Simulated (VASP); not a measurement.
Wanted: the native input for a VASP 6.6.1 run.

* Task: single point
* Functional: LDA
* Potentials or basis: VASP PAW LDA potentials, release 64 (Ti_sv, Al)
* Cutoff: 500 eV
* k mesh: 8 × 8 × 8
* Occupations: gaussian, width 0.15 eV
* Spin: no spin polarisation
* Dipole correction: no
* Further INCAR settings: ALGO = Normal; EDIFF = 1e-06; NBANDS = 14

The structure of TiAl lies in POSCAR:

```
TiAl
1.0
    3.1790640000      0.0000000000      0.0000000000
    0.0000000000      3.1790640000      0.0000000000
    0.0000000000      0.0000000000      3.1790640000
Ti Al
1 1
Direct
    0.0000000000      0.0000000000      0.0000000000
    0.5000000000      0.5000000000      0.5000000000
```

These files were run (other wordings do the same):

INCAR

```
  PREC = Accurate
  ENCUT = 500
  EDIFF = 1E-6
  ISMEAR = 0
  SIGMA = 0.15
  LREAL = False
  LASPH = True
  NELM = 120
  ALGO = Normal
  ISIF = 2
  LWAVE = False
  LCHARG = False
  GGA = CA
  NBANDS = 14
  GGA_COMPAT = False
```

KPOINTS

```
Automatic mesh
0
Gamma
  8 8 8
```

Potentials or basis: VASP PAW LDA potentials, release 64 (Ti_sv, Al).

Run with:

```sh
$ cat potpaw_LDA.64/Ti_sv/POTCAR potpaw_LDA.64/Al/POTCAR > POTCAR
$ mpirun -np 1 vasp_std > vasp.out
```

Results of the run:

```json
{
 "Pressure": "-5.7 GPa",
 "Band gap on the k mesh": "zero (an odd number of electrons rules out a gap without spin polarisation)"
}
```

Caveat: the cell stands under tension.

Run time: 5.6 s on 1 thread of AMD EPYC 9R45 96-Core Processor (Zen 5), with other jobs on the host, peak memory 0.1 GiB.
